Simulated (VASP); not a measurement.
# LiCl (Fm-3m) in VASP: a series of runs

LiCl is run at these levels: PBEsol; tasks: single point.

Program: VASP 6.6.1. These are calculated values, not measurements. Logs are shortened: lines on timing, memory, paths and dates and some standing lists are left out, and cuts for length are marked.

### Step 1. The cell of the first run

Symmetry: Fm-3m, No. 225, cubic system. The conventional cell has a = 4.583 Å, b = 4.583 Å, c = 4.583 Å, α = 90.00°, β = 90.00°, γ = 90.00°. Within 3.0 Å of Cl (site symmetry m-3m) lie 6 Li at 2.29 Å. Li (site symmetry m-3m) has 6 Cl at 2.29 Å within 3.0 Å.

### Step 2. Single point, PBEsol

Contents of INCAR:

```
PREC = Accurate ; ENCUT = 520
EDIFF = 1E-7 ; ISMEAR = -1
SIGMA = 0.05 ; LREAL = False
LASPH = True ; NELM = 60
ALGO = Normal ; ISIF = 2
LWAVE = False ; LCHARG = False
GGA = PS ; NBANDS = 12
```

Contents of KPOINTS:

```
Automatic mesh
0
Gamma
  9 9 9
```

Contents of POSCAR:

```
LiCl
1.0
    0.0000000000      2.2916917895      2.2916917895
    2.2916917895      0.0000000000      2.2916917895
    2.2916917895      2.2916917895      0.0000000000
Cl Li
1 1
Direct
    0.5000000000      0.5000000000      0.5000000000
    0.0000000000      0.0000000000      0.0000000000
```

Potentials or basis: VASP PAW PBE potentials, release 64 (Cl, Li_sv).

On the command line:

```console
cat potpaw_PBE.64/Cl/POTCAR potpaw_PBE.64/Li_sv/POTCAR > POTCAR
mpirun -np 1 vasp_std > vasp.out
```

OUTCAR:

```text
PREC = Accurate
   ENCUT = 520
   EDIFF = 1E-7
   ISMEAR = -1
   LREAL = False
   LASPH = True
   NELM = 60
   ISIF = 2
   GGA = PS

 ion  position               nearest neighbor table
   1  0.500  0.500  0.500-   2 2.29   2 2.29   2 2.29   2 2.29   2 2.29   2 2.29
   2  0.000  0.000  0.000-   1 2.29   1 2.29   1 2.29   1 2.29   1 2.29   1 2.29

  LATTYP: Found a face centered cubic cell.
 ALAT       =     4.5833835790

  Lattice vectors:

 A1 = (   0.0000000000,   2.2916917895,   2.2916917895)
 A2 = (   2.2916917895,   0.0000000000,   2.2916917895)
 A3 = (   2.2916917895,   2.2916917895,   0.0000000000)

Analysis of symmetry for initial positions (statically):
=====================================================================
 Subroutine PRICEL returns:
 Original cell was already a primitive cell.

 Routine SETGRP: Setting up the symmetry group for a
 face centered cubic supercell.

 Subroutine GETGRP returns: Found 48 space group operations
 (whereof 48 operations were pure point group operations)
 out of a pool of 48 trial point group operations.

The static configuration has the point symmetry O_h .

Analysis of symmetry for dynamics (positions and initial velocities):
=====================================================================
 Subroutine PRICEL returns:
 Original cell was already a primitive cell.

 Routine SETGRP: Setting up the symmetry group for a
 face centered cubic supercell.

 Subroutine GETGRP returns: Found 48 space group operations
 (whereof 48 operations were pure point group operations)
 out of a pool of 48 trial point group operations.

The dynamic configuration has the point symmetry O_h .

 Subroutine INISYM returns: Found 48 space group operations
 (whereof 48 operations are pure point group operations),
 and found     1 'primitive' translations

----------------------------------------------------------------------------------------

                                     Primitive cell

  volume of cell :      24.0712

  direct lattice vectors                    reciprocal lattice vectors
     0.000000000  2.291691790  2.291691790    -0.218179426  0.218179426  0.218179426
     2.291691790  0.000000000  2.291691790     0.218179426 -0.218179426  0.218179426
     2.291691790  2.291691790  0.000000000     0.218179426  0.218179426 -0.218179426

  length of vectors
     3.240941609  3.240941609  3.240941609     0.377897852  0.377897852  0.377897852

  position of ions in fractional coordinates (direct lattice)
     0.500000000  0.500000000  0.500000000
     0.000000000  0.000000000  0.000000000

  ion indices of the primitive-cell ions
   primitive index   ion index
                 1           1
                 2           2

----------------------------------------------------------------------------------------

 KPOINTS: Automatic mesh

Automatic generation of k-mesh.
 Grid dimensions read from file:
 generate k-points for:    9    9    9

 Generating k-lattice:

  Cartesian coordinates                     Fractional coordinates (reciprocal lattice)
    -0.024242158  0.024242158  0.024242158     0.111111111  0.000000000  0.000000000
     0.024242158 -0.024242158  0.024242158     0.000000000  0.111111111  0.000000000
     0.024242158  0.024242158 -0.024242158     0.000000000  0.000000000  0.111111111

  Length of vectors
     0.041988650  0.041988650  0.041988650

  Shift w.r.t. Gamma in fractional coordinates (k-lattice)
     0.000000000  0.000000000  0.000000000

 Subroutine IBZKPT returns following result:
 ===========================================

 Found     35 irreducible k-points:

 Following reciprocal coordinates:
            Coordinates               Weight
  0.000000  0.000000  0.000000      1.000000
  0.111111  0.000000  0.000000      8.000000
  0.222222  0.000000  0.000000      8.000000
  0.333333  0.000000  0.000000      8.000000
  0.444444  0.000000  0.000000      8.000000
  0.111111  0.111111  0.000000      6.000000
[... 16 lines left out ...]
 -0.333333  0.333333  0.000000     12.000000
  0.444444  0.444444  0.000000      6.000000
 [... further k-points ...]
   k-points           NKPTS =     35   k-points in BZ     NKDIM =     35   number of bands    NBANDS=     12
   number of dos      NEDOS =    301   number of ions     NIONS =      2
   total plane-waves  NPLWV =  13824
   dimension x,y,z NGX =    24 NGY =   24 NGZ =   24
   dimension x,y,z NGXF=    48 NGYF=   48 NGZF=   48
   ions per type =               1   1
   NGX,Y,Z   is equivalent  to a cutoff of  12.31, 12.31, 12.31 a.u.
   NGXF,Y,Z  is equivalent  to a cutoff of  24.62, 24.62, 24.62 a.u.
 SYSTEM =  unknown system
   PREC   = accura    normal or accurate (medium, high low for compatibility)
   ISTART =      0    job   : 0-new  1-cont  2-samecut
   ICHARG =      2    charge: 1-file 2-atom 10-const
   ISPIN  =      1    spin polarized calculation?
   LNONCOLLINEAR =      F non collinear calculations
   LSORBIT =      F    spin-orbit coupling
   LASPH  =      T    aspherical Exc in radial PAW
   ENCUT  =  520.0 eV  38.22 Ry    6.18 a.u.   6.03  6.03  6.03*2*pi/ulx,y,z
   NELM   =     60;   NELMIN=  2; NELMDL= -5     # of ELM steps
   EDIFF  = 0.1E-06   stopping-criterion for ELM
   LREAL  =      F    real-space projection
   EDIFFG = 0.1E-05   stopping-criterion for IOM
   NSW    =      0    number of steps for IOM
   IBRION =     -1    ionic relax: 0-MD 1-quasi-New 2-CG
   NFREE  =      0    steps in history (QN), initial steepest desc. (CG)
   ISIF   =      2    stress and relaxation
   ISYM   =      2    0-nonsym 1-usesym 2-fastsym
   POTIM  = 0.5000    time-step for ionic-motion
   TEBEG  =    0.0;   TEEND  =   0.0 temperature during run
   PSTRESS=    0.0 pullay stress
   NELECT =      10.0000    total number of electrons
   NUPDOWN=      -1.0000    fix difference up-down
   EMIN   =  10.00;   EMAX   =-10.00  energy-range for DOS
   EFERMI =   0.00;   METHOD = LEGACY
   ISMEAR =    -1;   SIGMA  =   0.05  broadening in eV -4-tet -1-fermi 0-gaus
   EFERMI_NEDOS =   21; number of points for ismear=-14 and -15
   IALGO  =     38    algorithm
   IMIX   =      4    mixing-type and parameters
     AMIX     =   0.40;   BMIX     =  1.00
     AMIX_MAG =   1.60;   BMIX_MAG =  1.00
  volume/ion in A,a.u.               =      12.04        81.22
  Fermi-wavevector in a.u.,A,eV,Ry     =   1.221543  2.308381 20.302156  1.492166
  Thomas-Fermi vector in A             =   2.356721
   LORBIT       =      0    0 simple, 1 ext, 2 COOP (PROOUT), +10 PAW based schemes
   GGA     = PS    functional components
   LHFCALC =     F    Hartree Fock is set to
   AEXX    =    0.0000 exact exchange contribution
   IVDW    =     0    specifies the selected vdW correction
   LEPSILON=     F    determine dielectric tensor
   LRPA    =     F    only Hartree local field effects (RPA)
 non-spin polarized calculation
  energy-cutoff  :      520.00
  volume of cell :       24.07
 maximum number of plane-waves:       658
   NGX = 13   NGY = 13   NGZ = 13

 number of electron      10.0000000 magnetization

 number of electron       9.9999989 magnetization

 Free energy of the ion-electron system (eV)
  ---------------------------------------------------
  ext. energy  EPLUGINS =         0.00000000
  ---------------------------------------------------
  free energy    TOTEN  =        -7.23014303 eV

  energy without entropy =       -7.23014303  energy(sigma->0) =       -7.23014303

 E-fermi :   4.7898     XC(G=0): -10.4524

 val. band max:        3.6840017906   @ k =  -0.1111   0.1111   0.0000
 cond. band min:      10.5720521482   @ k =   0.4444   0.0000   0.0000
 fundamental gap:      6.8880503577
 Fermi energy:         4.7898165830

 k-point     1 :       0.0000    0.0000    0.0000
  band No.  band energies     occupation
      1     -38.9212      2.00000
      2     -11.2945      2.00000
      3       3.6809      2.00000
      4       3.6809      2.00000
      5       3.6809      2.00000
      6      12.3136      0.00000
      7      15.5790      0.00000
      8      15.5790      0.00000
      9      15.5790      0.00000
     10      19.1041      0.00000
     11      19.1041      0.00000
     12      20.0116      0.00000

 k-point     2 :       0.1111    0.0000    0.0000
  band No.  band energies     occupation
      1     -38.9193      2.00000
      2     -11.1818      2.00000
      3       3.0106      2.00000
      4       3.6191      2.00000
      5       3.6191      2.00000
      6      12.5992      0.00000
      7      15.0826      0.00000
      8      15.7047      0.00000
      9      15.7047      0.00000
     10      17.5043      0.00000
     11      17.5043      0.00000
     12      20.4443      0.00000

 k-point     3 :       0.2222    0.0000    0.0000
  band No.  band energies     occupation
      1     -38.9143      2.00000
      2     -10.8738      2.00000
      3       1.5592      2.00000
      4       3.4740      2.00000
      5       3.4740      2.00000
      6      12.0394      0.00000
      7      14.7934      0.00000
      8      14.7934      0.00000
      9      15.9678      0.00000
     10      17.8895      0.00000
     11      17.8895      0.00000
     12      21.1740      0.00000
[... 286 lines left out ...]
 k-point    23 :      -0.3333    0.3333    0.0000
  band No.  band energies     occupation
      1     -38.9010      2.00000
      2      -9.7026      2.00000
      3      -0.1482      2.00000
      4       0.2921      2.00000
      5       2.4996      2.00000
      6      11.7917      0.00000
      7      15.3728      0.00000
      8      15.8650      0.00000
      9      16.1398      0.00000
     10      20.3203      0.00000
     11      20.8465      0.00000
     12      24.8813      0.00000

 k-point    24 :       0.4444    0.4444    0.0000
  band No.  band energies     occupation
      1     -38.9006      2.00000
      2      -9.5863      2.00000
      3      -1.0692      2.00000
      4       1.7772      2.00000
      5       1.7772      2.00000
      6      11.0260      0.00000
      7      12.1765      0.00000
      8      18.9349      0.00000
      9      20.0976      0.00000
     10      20.0976      0.00000
     11      22.0827      0.00000
     12      24.4623      0.00000

 [... further k-points ...]

------------------------ aborting loop because EDIFF is reached ----------------------------------------

  FORCE on cell =-STRESS in cart. coord.  units (eV):
  Direction    XX          YY          ZZ          XY          YZ          ZX
  --------------------------------------------------------------------------------------
  -------------------------------------------------------------------------------------
  Total        3.0226016      3.0226016      3.0226016     -0.0000000     -0.0000000     -0.0000000
  in kB      201.1837354    201.1837354    201.1837354     -0.0000000     -0.0000000     -0.0000000
  external PRESSURE =     201.1837354 kB  Pullay stress =       0.0000000 kB

 VOLUME and BASIS-vectors are now :
 -----------------------------------------------------------------------------
  energy-cutoff  :      520.00
  volume of cell :       24.07
      direct lattice vectors                 reciprocal lattice vectors
     0.000000000  2.291691790  2.291691790    -0.218179426  0.218179426  0.218179426
     2.291691790  0.000000000  2.291691790     0.218179426 -0.218179426  0.218179426
     2.291691790  2.291691790  0.000000000     0.218179426  0.218179426 -0.218179426

 POSITION                                       TOTAL-FORCE (eV/Angst)
 -----------------------------------------------------------------------------------
      2.29169      2.29169      2.29169        -0.000000     -0.000000     -0.000000
      0.00000      0.00000      0.00000         0.000000      0.000000      0.000000
 -----------------------------------------------------------------------------------
    total drift:                               -0.000000     -0.000000      0.000000

  FREE ENERGIE OF THE ION-ELECTRON SYSTEM (eV)
  ---------------------------------------------------
  free  energy   TOTEN  =        -7.2301430330 eV

  energy  without entropy=       -7.2301430329  energy(sigma->0) =       -7.23014303
```

Run time: 13 s. Hardware: 1 thread of Intel Xeon 8259CL, shared host; peak memory 0.13 GiB.

Results:

| Quantity | Value |
| --- | --- |
| Free energy | -7.2301 eV |
| Band gap on the k mesh | 6.89 eV, indirect (least direct gap 7.33 eV) |

Levels at points of the mesh, in eV from the valence-band top:
| k point | band 2 | band 3 | band 4 | band 5 | band 6 | band 7 | band 8 | band 9 |
| --- | --- | --- | --- | --- | --- | --- | --- | --- |
| (0.00, 0.00, 0.00) | -14.98 | 0.00 | 0.00 | 0.00 | 8.63 | 11.89 | 11.89 | 11.89 |

Caveat: the cutoff is under 1.25 times the usual one of these potentials, so pressure, stress and relaxed cells hold a basis-set (Pulay) error; the PAW data sets were made with another functional, which shifts forces and pressure a little.

### Step 3. Single point, PBEsol

This run uses another cell than the first one, of 13.43 Å³/atom, 1.116 times its volume.

Contents of INCAR:

```
ALGO = Normal
EDIFF = 1E-6
ENCUT = 520
GGA = PS
ISIF = 2
ISMEAR = -1
LASPH = True
LCHARG = True
LELF = True
LREAL = False
LVHAR = True
LWAVE = False
NBANDS = 12
NELM = 100
PREC = Accurate
SIGMA = 0.05
```

Contents of KPOINTS:

```
k-points
0
Gamma
  9 9 9
```

Contents of POSCAR:

```
LiCl
1.0
    0.0000000000      2.3770355065      2.3770355065
    2.3770355065      0.0000000000      2.3770355065
    2.3770355065      2.3770355065      0.0000000000
Cl Li
1 1
Direct
    0.5000000000      0.5000000000      0.5000000000
    0.0000000000      0.0000000000      0.0000000000
```

Potentials or basis: VASP PAW PBE potentials, release 64 (Cl, Li_sv).

On the command line:

```console
cat potpaw_PBE.64/Cl/POTCAR potpaw_PBE.64/Li_sv/POTCAR > POTCAR
mpirun -np 1 vasp_std > vasp.out
```

OUTCAR:

```text
EDIFF = 1E-6
   ENCUT = 520
   GGA = PS
   ISIF = 2
   ISMEAR = -1
   LASPH = True
   LREAL = False
   NELM = 100
   PREC = Accurate

 ion  position               nearest neighbor table
   1  0.500  0.500  0.500-   2 2.38   2 2.38   2 2.38   2 2.38   2 2.38   2 2.38
   2  0.000  0.000  0.000-   1 2.38   1 2.38   1 2.38   1 2.38   1 2.38   1 2.38

  LATTYP: Found a face centered cubic cell.
 ALAT       =     4.7540710130

  Lattice vectors:

 A1 = (   0.0000000000,   2.3770355065,   2.3770355065)
 A2 = (   2.3770355065,   0.0000000000,   2.3770355065)
 A3 = (   2.3770355065,   2.3770355065,   0.0000000000)

Analysis of symmetry for initial positions (statically):
=====================================================================
 Subroutine PRICEL returns:
 Original cell was already a primitive cell.

 Routine SETGRP: Setting up the symmetry group for a
 face centered cubic supercell.

 Subroutine GETGRP returns: Found 48 space group operations
 (whereof 48 operations were pure point group operations)
 out of a pool of 48 trial point group operations.

The static configuration has the point symmetry O_h .

[... 175 lines left out ...]
      5       2.5157      2.00000
      6      10.1945      0.00000
      7      14.4339      0.00000
      8      14.4339      0.00000
      9      14.4339      0.00000
     10      17.6862      0.00000
     11      17.6862      0.00000
     12      18.2380      0.00000
[... 331 lines left out ...]
 k-point    24 :       0.4444    0.4444    0.0000
  band No.  band energies     occupation
      1     -40.0532      2.00000
      2     -10.4979      2.00000
      3      -1.5384      2.00000
      4       0.9203      2.00000
      5       0.9203      2.00000
      6      10.2004      0.00000
      7      10.8099      0.00000
      8      16.5958      0.00000
      9      18.0614      0.00000
     10      18.0614      0.00000
     11      20.4305      0.00000
     12      22.6069      0.00000

 [... further k-points ...]

------------------------ aborting loop because EDIFF is reached ----------------------------------------

  FORCE on cell =-STRESS in cart. coord.  units (eV):
  Direction    XX          YY          ZZ          XY          YZ          ZX
  --------------------------------------------------------------------------------------
  -------------------------------------------------------------------------------------
  Total        1.6772657      1.6772657      1.6772657      0.0000000      0.0000000      0.0000000
  in kB      100.0404079    100.0404079    100.0404079      0.0000000      0.0000000      0.0000000
  external PRESSURE =     100.0404079 kB  Pullay stress =       0.0000000 kB

 VOLUME and BASIS-vectors are now :
 -----------------------------------------------------------------------------
  energy-cutoff  :      520.00
  volume of cell :       26.86
      direct lattice vectors                 reciprocal lattice vectors
     0.000000000  2.377035506  2.377035506    -0.210346038  0.210346038  0.210346038
     2.377035506  0.000000000  2.377035506     0.210346038 -0.210346038  0.210346038
     2.377035506  2.377035506  0.000000000     0.210346038  0.210346038 -0.210346038

 POSITION                                       TOTAL-FORCE (eV/Angst)
 -----------------------------------------------------------------------------------
      2.37704      2.37704      2.37704         0.000000     -0.000000      0.000000
      0.00000      0.00000      0.00000        -0.000000      0.000000     -0.000000
 -----------------------------------------------------------------------------------
    total drift:                                0.000000      0.000000      0.000000

  FREE ENERGIE OF THE ION-ELECTRON SYSTEM (eV)
  ---------------------------------------------------
  free  energy   TOTEN  =        -7.4882040671 eV

  energy  without entropy=       -7.4882040671  energy(sigma->0) =       -7.48820407
```

Wall time 25 s (1 thread of Intel Xeon 8259CL, shared host); peak memory 0.15 GiB.

Results:

* Free energy: -7.4882 eV
* Band gap on the k mesh: 6.81 eV, indirect (least direct gap 7.18 eV)

Caveat: the cutoff is under 1.25 times the usual one of these potentials, so pressure, stress and relaxed cells hold a basis-set (Pulay) error; the PAW data sets were made with another functional, which shifts forces and pressure a little. A k mesh can miss the band edges.

### Step 4. Single point, PBEsol

This run uses another cell than the first one, of 14.51 Å³/atom, 1.206 times its volume.

Contents of INCAR:

```
PREC = Accurate ; ENCUT = 520
EDIFF = 1E-6 ; ISMEAR = -1
SIGMA = 0.05 ; LREAL = F
LASPH = T ; NELM = 60
ALGO = Normal ; ISIF = 2
LWAVE = F ; LCHARG = T
GGA = PS ; LELF = T
LVHAR = T ; NBANDS = 12
```

Contents of KPOINTS:

```
Automatic mesh
0
Gamma
  9 9 9
```

Contents of POSCAR:

```
LiCl
1.0
    0.0000000000      2.4391587355      2.4391587355
    2.4391587355      0.0000000000      2.4391587355
    2.4391587355      2.4391587355      0.0000000000
Cl Li
1 1
Direct
    0.5000000000      0.5000000000      0.5000000000
    0.0000000000      0.0000000000      0.0000000000
```

On the command line:

```console
cat potpaw_PBE.64/Cl/POTCAR potpaw_PBE.64/Li_sv/POTCAR > POTCAR
mpirun -np 1 vasp_std > vasp.out
```

It took 23 s on 1 thread of Intel Xeon 8259CL, shared host; peak memory 0.15 GiB.

It converged, with:

| Item | Value |
| --- | --- |
| Free energy | -7.5891 eV |
| Band gap on the k mesh | 6.75 eV, indirect (least direct gap 7.08 eV) |

Levels at points of the mesh, in eV from the valence-band top:
| k point | band 1 | band 2 | band 3 | band 4 | band 5 | band 6 | band 7 | band 8 | band 9 | band 10 |
| --- | --- | --- | --- | --- | --- | --- | --- | --- | --- | --- |
| (0.00, 0.00, 0.00) | -42.62 | -14.00 | 0.00 | 0.00 | 0.00 | 7.10 | 11.90 | 11.90 | 11.90 | 14.98 |

Caveat: the cutoff is under 1.25 times the usual one of these potentials, so pressure, stress and relaxed cells hold a basis-set (Pulay) error; the PAW data sets were made with another functional, which shifts forces and pressure a little.

### Step 5. Summary

| cell | gap on the mesh (eV) |
| --- | --- |
| a = 3.241 Å, angles 60.0°, 2 atoms | 6.89 |
| a = 3.362 Å, angles 60.0°, 2 atoms | 6.81 |
| a = 3.449 Å, angles 60.0°, 2 atoms | 6.75 |

Alike in all rows: task single point; level PBEsol; potentials or basis VASP PAW PBE potentials, release 64 (Cl, Li_sv); no spin polarisation; k mesh 9 × 9 × 9; cutoff (eV) 520; smearing fermi-dirac 0.05 eV.

Caveats: the cutoff is under 1.25 times the usual one of these potentials, so pressure, stress and relaxed cells hold a basis-set (Pulay) error; the PAW data sets were made with another functional, which shifts forces and pressure a little.

Absolute energies hang on the potentials; compare differences alone.
